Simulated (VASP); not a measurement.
# TaN (P-6m2) in VASP: a series of runs, part 2 of 2

VASP 6.6.1. Earlier steps stand in the parts before.

## 3. Electric field gradients, r2SCAN (8.08 Å³/atom)

This run uses another cell than the first one, of 8.08 Å³/atom.

The input, POSCAR:

```
TaN
1.0
    2.6693501509      0.0000000000      0.0000000000
   -1.3346750754      2.3117250422      0.0000000000
    0.0000000000      0.0000000000      2.6193793346
Ta N
1 1
Direct
    0.3333333333      0.6666666667      0.5000000000
    0.0000000000      0.0000000000      0.0000000000
```

The input, INCAR.step1:

```
SYSTEM = TaN
PREC = Accurate
ENCUT = 580
ISMEAR = -1
SIGMA = 0.03
LREAL = .False.
LASPH = .True.
NELM = 120
NBANDS = 16
GGA = PE
ALGO = Normal
EDIFF = 1E-5
LWAVE = .True.
LCHARG = .False.
GGA_COMPAT = .False.
```

The input, INCAR.step2:

```
SYSTEM = TaN
PREC = Accurate
ENCUT = 580
EDIFF = 1E-8
ISMEAR = -1
SIGMA = 0.03
LREAL = .False.
LASPH = .True.
NELM = 120
ALGO = Normal
ISIF = 2
LWAVE = .False.
LCHARG = .False.
METAGGA = R2SCAN
LMIXTAU = .True.
LEFG = .True.
NBANDS = 16
ISTART = 1
GGA_COMPAT = .False.
```

The input, KPOINTS:

```
Automatic mesh
0
Gamma
  11 11 10
  0 0 0
```

Potentials or basis: VASP PAW PBE potentials, release 64 (Ta_sv_GW, N).

Started as:

```sh
$ cat potpaw_PBE.64/Ta_sv_GW/POTCAR potpaw_PBE.64/N/POTCAR > POTCAR
$ cp INCAR.step1 INCAR
$ mpirun -np 1 vasp_std > vasp.out
$ cp INCAR.step2 INCAR
$ mpirun -np 1 vasp_std > vasp.out
```

OUTCAR:

```text
SYSTEM = TaN
   PREC = Accurate
   ENCUT = 580
   EDIFF = 1E-8
   ISMEAR = -1
   LREAL = .False.
   LASPH = .True.
   NELM = 120
   ISIF = 2
   METAGGA = R2SCAN
   ISTART = 1

 ion  position               nearest neighbor table
   1  0.333  0.667  0.500-   2 2.02   2 2.02   2 2.02   2 2.02   2 2.02   2 2.02
   2  0.000  0.000  0.000-   1 2.02   1 2.02   1 2.02   1 2.02   1 2.02   1 2.02

  LATTYP: Found a hexagonal cell.
 ALAT       =     2.6693501509
 C/A-ratio  =     0.9812797822

  Lattice vectors:

 A1 = (   2.6693501509,   0.0000000000,   0.0000000000)
[... 670 lines left out ...]
  free  energy   TOTEN  =       -60.4538444384 eV

  energy  without entropy=      -60.4531772951  energy(sigma->0) =      -60.45351087

 Electric field gradients (V/A^2)
---------------------------------------------------------------------
 ion       V_xx      V_yy      V_zz      V_xy      V_xz      V_yz
---------------------------------------------------------------------
   1      27.600    27.600   -55.199     0.000     0.000    -0.000
   2       1.821     1.820    -3.641    -0.000     0.000     0.000
---------------------------------------------------------------------

 Electric field gradients after diagonalization (V/A^2)
 (convention: |V_zz| > |V_xx| > |V_yy|)
----------------------------------------------------------------------
 ion       V_xx      V_yy      V_zz     asymmetry (V_yy - V_xx)/ V_zz
----------------------------------------------------------------------
   1      27.600    27.599   -55.199       0.000
   2       1.821     1.820    -3.641       0.000
----------------------------------------------------------------------

           NMR quadrupolar parameters

 Cq : quadrupolar parameter    Cq=e*Q*V_zz/h
 eta: asymmetry parameters     (V_yy - V_xx)/ V_zz
 Q  : nuclear electric quadrupole moment in mb (millibarn)
----------------------------------------------------------------------
 ion       Cq(MHz)       eta       Q (mb)
----------------------------------------------------------------------
   1      -0.133       0.000       1.000
   2      -0.009       0.000       1.000
----------------------------------------------------------------------
```

OUTCAR.step1:

```text
SYSTEM = TaN
   PREC = Accurate
   ENCUT = 580
   ISMEAR = -1
   LREAL = .False.
   LASPH = .True.
[... 678 lines left out ...]
     -0.00000      1.54115      1.30969        -0.000000      0.000000      0.000000
      0.00000      0.00000      0.00000         0.000000      0.000000      0.000000
 -----------------------------------------------------------------------------------
    total drift:                                0.000000     -0.000000     -0.000000

  FREE ENERGIE OF THE ION-ELECTRON SYSTEM (eV)
  ---------------------------------------------------
  free  energy   TOTEN  =       -22.2971098644 eV

  energy  without entropy=      -22.2961996299  energy(sigma->0) =      -22.29665475
```

OSZICAR.step1:

```text
N       E                     dE             d eps       ncg     rms          rms(c)
DAV:   1     0.117215552333E+03    0.11722E+03   -0.12541E+04  3088   0.129E+03
DAV:   2    -0.212317740363E+02   -0.13845E+03   -0.13366E+03  4344   0.350E+02
DAV:   3    -0.255003670651E+02   -0.42686E+01   -0.42649E+01  3400   0.563E+01
DAV:   4    -0.256116621408E+02   -0.11130E+00   -0.11129E+00  4424   0.618E+00
DAV:   5    -0.256143492349E+02   -0.26871E-02   -0.26871E-02  3440   0.789E-01    0.778E+01
DAV:   6    -0.222954229031E+02    0.33189E+01   -0.59499E+00  3648   0.243E+01    0.741E+01
DAV:   7    -0.223019808258E+02   -0.65579E-02   -0.36245E-01  3328   0.516E+00    0.187E+01
DAV:   8    -0.222968314171E+02    0.51494E-02   -0.14331E-02  4080   0.120E+00    0.352E+00
DAV:   9    -0.222971593985E+02   -0.32798E-03   -0.48803E-03  4592   0.778E-01    0.317E+00
DAV:  10    -0.222971109705E+02    0.48428E-04   -0.37219E-04  3216   0.234E-01    0.433E-01
DAV:  11    -0.222971098644E+02    0.11061E-05   -0.15554E-05  3264   0.428E-02
   1 F= -.22297110E+02 E0= -.22296655E+02  d E =-.910234E-03
```

Run time: 49 s. Hardware: 1 thread of Intel Xeon 6975P-C (Granite Rapids), shared host; peak memory 0.17 GiB.

What came out:

| Quantity | Value |
| --- | --- |
| Free energy | -60.4538 eV |
| Pressure | 190.7 GPa |
| Band gap on the k mesh | zero (bands 9 and 10 overlap by 0.76 eV) |
| Largest electric field gradient by atom | Ta -55.2; N -3.6 V/Å² |

Stress tensor (GPa, compression positive):
```
183.14   0.00   0.00
  0.00 183.14   0.00
  0.00   0.00 205.97
```

Electric field gradients, principal values (V/Å²):
```
atom   least  middle  greatest (by size)
1 Ta  27.599  27.600             -55.199
 2 N   1.820   1.821              -3.641
```

Caveat: the stress differs along the axes, from 183 to 206 GPa; without QUAD_EFG the Cq values of the log hold for a quadrupole moment of 1 mb, not for the nuclei; the PAW data sets were made with another functional, which shifts forces and pressure a little; spin-orbit coupling is left out, which moves the levels of the heavy elements.

## 4. Electric field gradients, r2SCAN (9.16 Å³/atom)

This run uses another cell than the first one, of 9.16 Å³/atom.

The input, POSCAR:

```
TaN
1.0
    2.7830740808      0.0000000000      0.0000000000
   -1.3915370404      2.4102128546      0.0000000000
    0.0000000000      0.0000000000      2.7309743278
Ta N
1 1
Direct
    0.3333333333      0.6666666667      0.5000000000
    0.0000000000      0.0000000000      0.0000000000
```

The input, INCAR.step1:

```
SYSTEM = TaN
ALGO = Normal
EDIFF = 1E-5
ENCUT = 580
GGA = PE
GGA_COMPAT = .False.
ISMEAR = -1
LASPH = .True.
LCHARG = .False.
LREAL = .False.
LWAVE = .True.
NBANDS = 16
NELM = 120
PREC = Accurate
SIGMA = 0.03
```

The input, INCAR.step2:

```
SYSTEM = TaN
ALGO = Normal
EDIFF = 1E-8
ENCUT = 580
GGA_COMPAT = .False.
ISIF = 2
ISMEAR = -1
ISTART = 1
LASPH = .True.
LCHARG = .False.
LEFG = .True.
LMIXTAU = .True.
LREAL = .False.
LWAVE = .False.
METAGGA = R2SCAN
NBANDS = 16
NELM = 120
PREC = Accurate
SIGMA = 0.03
```

The input, KPOINTS:

```
k-points
0
Gamma
  11 11 10
  0 0 0
```

Potentials or basis: VASP PAW PBE potentials, release 64 (Ta_sv_GW, N).

Started as:

```sh
$ cat potpaw_PBE.64/Ta_sv_GW/POTCAR potpaw_PBE.64/N/POTCAR > POTCAR
$ cp INCAR.step1 INCAR
$ mpirun -np 1 vasp_std > vasp.out
$ cp INCAR.step2 INCAR
$ mpirun -np 1 vasp_std > vasp.out
```

OUTCAR:

```text
SYSTEM = TaN
   EDIFF = 1E-8
   ENCUT = 580
   ISIF = 2
   ISMEAR = -1
   ISTART = 1
   LASPH = .True.
   LREAL = .False.
   METAGGA = R2SCAN
   NELM = 120
   PREC = Accurate

 ion  position               nearest neighbor table
   1  0.333  0.667  0.500-   2 2.11   2 2.11   2 2.11   2 2.11   2 2.11   2 2.11
   2  0.000  0.000  0.000-   1 2.11   1 2.11   1 2.11   1 2.11   1 2.11   1 2.11

  LATTYP: Found a hexagonal cell.
 ALAT       =     2.7830740808
 C/A-ratio  =     0.9812797822

  Lattice vectors:

 A1 = (   2.7830740808,   0.0000000000,   0.0000000000)
 A2 = (  -1.3915370404,   2.4102128546,   0.0000000000)
 A3 = (   0.0000000000,   0.0000000000,   2.7309743278)

Analysis of symmetry for initial positions (statically):
=====================================================================
 Subroutine PRICEL returns:
 Original cell was already a primitive cell.

 Routine SETGRP: Setting up the symmetry group for a
 hexagonal supercell.

 Subroutine GETGRP returns: Found 12 space group operations
 (whereof 12 operations were pure point group operations)
 out of a pool of 24 trial point group operations.

The static configuration has the point symmetry D_3h.

Analysis of symmetry for dynamics (positions and initial velocities):
=====================================================================
 Subroutine PRICEL returns:
 Original cell was already a primitive cell.

 Routine SETGRP: Setting up the symmetry group for a
 hexagonal supercell.

 Subroutine GETGRP returns: Found 12 space group operations
 (whereof 12 operations were pure point group operations)
 out of a pool of 24 trial point group operations.

The dynamic configuration has the point symmetry D_3h.

[... 150 lines left out ...]
 fundamental gap:      0.2457110342
 Fermi energy:        14.9389863549

 k-point     1 :       0.0000    0.0000    0.0000
  band No.  band energies     occupation
      1     -55.2355      2.00000
      2     -20.7474      2.00000
      3     -20.3769      2.00000
      4     -20.3769      2.00000
      5      -5.1292      2.00000
      6       9.3030      2.00000
[... 433 lines left out ...]
      3     -20.7791      2.00000
      4     -20.5939      2.00000
      5      -3.5831      2.00000
      6       7.1649      2.00000
[... 8 lines left out ...]
     15      29.6781      0.00000
     16      34.6308      0.00000

 [... further k-points ...]
[... 5 lines left out ...]
  --------------------------------------------------------------------------------------
  -------------------------------------------------------------------------------------
  Total        9.0834234      9.0834234     10.2861486      0.0000000      0.0000000      0.0000000
  in kB      794.4423001    794.4423001    899.6334434      0.0000000      0.0000000      0.0000000
  external PRESSURE =     829.5060146 kB  Pullay stress =       0.0000000 kB

 VOLUME and BASIS-vectors are now :
 -----------------------------------------------------------------------------
  energy-cutoff  :      580.00
  volume of cell :       18.32
      direct lattice vectors                 reciprocal lattice vectors
     2.783074081  0.000000000  0.000000000     0.359314905  0.207450557  0.000000000
    -1.391537040  2.410212855  0.000000000     0.000000000  0.414901115  0.000000000
     0.000000000  0.000000000  2.730974328     0.000000000  0.000000000  0.366169682

 POSITION                                       TOTAL-FORCE (eV/Angst)
 -----------------------------------------------------------------------------------
     -0.00000      1.60681      1.36549         0.000000      0.000000      0.000000
      0.00000      0.00000      0.00000         0.000000      0.000000      0.000000
 -----------------------------------------------------------------------------------
    total drift:                                0.000000     -0.000000     -0.000000

  FREE ENERGIE OF THE ION-ELECTRON SYSTEM (eV)
  ---------------------------------------------------
  free  energy   TOTEN  =       -62.2340201445 eV

  energy  without entropy=      -62.2338995523  energy(sigma->0) =      -62.23395985

 Electric field gradients (V/A^2)
---------------------------------------------------------------------
 ion       V_xx      V_yy      V_zz      V_xy      V_xz      V_yz
---------------------------------------------------------------------
   1       1.449     1.449    -2.897    -0.000     0.000    -0.000
   2       1.188     1.187    -2.374    -0.001     0.000    -0.000
---------------------------------------------------------------------

 Electric field gradients after diagonalization (V/A^2)
 (convention: |V_zz| > |V_xx| > |V_yy|)
----------------------------------------------------------------------
 ion       V_xx      V_yy      V_zz     asymmetry (V_yy - V_xx)/ V_zz
----------------------------------------------------------------------
   1       1.449     1.449    -2.897       0.000
   2       1.188     1.187    -2.374       0.001
----------------------------------------------------------------------

           NMR quadrupolar parameters

 Cq : quadrupolar parameter    Cq=e*Q*V_zz/h
 eta: asymmetry parameters     (V_yy - V_xx)/ V_zz
 Q  : nuclear electric quadrupole moment in mb (millibarn)
----------------------------------------------------------------------
 ion       Cq(MHz)       eta       Q (mb)
----------------------------------------------------------------------
   1      -0.007       0.000       1.000
   2      -0.006       0.001       1.000
----------------------------------------------------------------------
```

Run time: 97 s. Hardware: 1 thread of Intel Xeon 6975P-C (Granite Rapids), shared host; peak memory 0.18 GiB.

What came out:

* Free energy: -62.2340 eV
* Pressure: 83.0 GPa
* Band gap on the k mesh: zero (bands 9 and 10 overlap by 0.61 eV)
* Largest electric field gradient by atom: Ta -2.9; N -2.4 V/Å²

Electric field gradients, principal values (V/Å²):
```csv
atom,least,middle,greatest (by size)
1 Ta,1.449,1.449,-2.897
2 N,1.187,1.188,-2.374
```

Caveat: the stress differs along the axes, from 79 to 90 GPa; without QUAD_EFG the Cq values of the log hold for a quadrupole moment of 1 mb, not for the nuclei; the PAW data sets were made with another functional, which shifts forces and pressure a little; spin-orbit coupling is left out, which moves the levels of the heavy elements.

## 5. Summary

```tsv
cell	gap on the mesh (eV)	pressure (GPa)
a = 2.938, b = 2.938, c = 2.883 Å, angles 90.0, 90.0, 120.0°, 2 atoms	none	-0.4
a = 2.669, b = 2.669, c = 2.619 Å, angles 90.0, 90.0, 120.0°, 2 atoms	none	190.7
a = 2.783, b = 2.783, c = 2.731 Å, angles 90.0, 90.0, 120.0°, 2 atoms	none	83.0
```

Alike in all rows: task electric field gradients; level r2SCAN; potentials or basis VASP PAW PBE potentials, release 64 (Ta_sv_GW, N); no spin polarisation; k mesh 11 × 11 × 10; cutoff (eV) 580; smearing fermi-dirac 0.03 eV.

Caveats: the PAW data sets were made with another functional, which shifts forces and pressure a little; spin-orbit coupling is left out, which moves the levels of the heavy elements; the stress differs along the axes, from 183 to 206 GPa (at least some runs); the stress differs along the axes, from 79 to 90 GPa (at least some runs).

Absolute energies hang on the potentials; compare differences alone.

The gap in the log of VASP goes by the Fermi energy; the results here count the filled bands.